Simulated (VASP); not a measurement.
Input of a VASP 6.6.1 run:

INCAR

```
SYSTEM = NbAl6W
  PREC = Accurate
  ENCUT = 500
  EDIFF = 1E-7
  ISMEAR = 0
  SIGMA = 0.1
  LREAL = .FALSE.
  LASPH = .TRUE.
  NELM = 120
  ALGO = Normal
  ISIF = 3
  LWAVE = .FALSE.
  LCHARG = .FALSE.
  GGA = PE
  IBRION = 2
  NSW = 100
  EDIFFG = -0.01
  GGA_COMPAT = .FALSE.
  NELMIN = 4
```

KPOINTS

```
regular mesh
0
G
  6 6 6
  0 0 0
```

POSCAR

```
NbAl6W
1.0
    0.0000000000      5.0574570091      5.0574570091
    5.0574570091      0.0000000000      5.0574570091
    5.0574570091      5.0574570091      0.0000000000
Al Nb W
6 1 1
Direct
    0.7550495476      0.2449504524      0.2449504524
    0.2449504524      0.7550495476      0.7550495476
    0.2449504524      0.7550495476      0.2449504524
    0.7550495476      0.2449504524      0.7550495476
    0.2449504524      0.2449504524      0.7550495476
    0.7550495476      0.7550495476      0.2449504524
    0.5000000000      0.5000000000      0.5000000000
    0.0000000000      0.0000000000      0.0000000000
```

Potentials or basis: VASP PAW PBE potentials, release 64 (Al, Nb_sv, W_sv).

Launch:

```console
$ cat potpaw_PBE.64/Al/POTCAR potpaw_PBE.64/Nb_sv/POTCAR potpaw_PBE.64/W_sv/POTCAR > POTCAR
$ mpirun -np 1 vasp_std > vasp.out
```

(1) Predict the relaxed volume.

(2) Predict the relaxed cell.

## Answers

(1) 32.24 Å³/atom.

(2) a = 7.145 Å, b = 7.145 Å, c = 7.145 Å, α = 60.00°, β = 60.00°, γ = 60.00°.
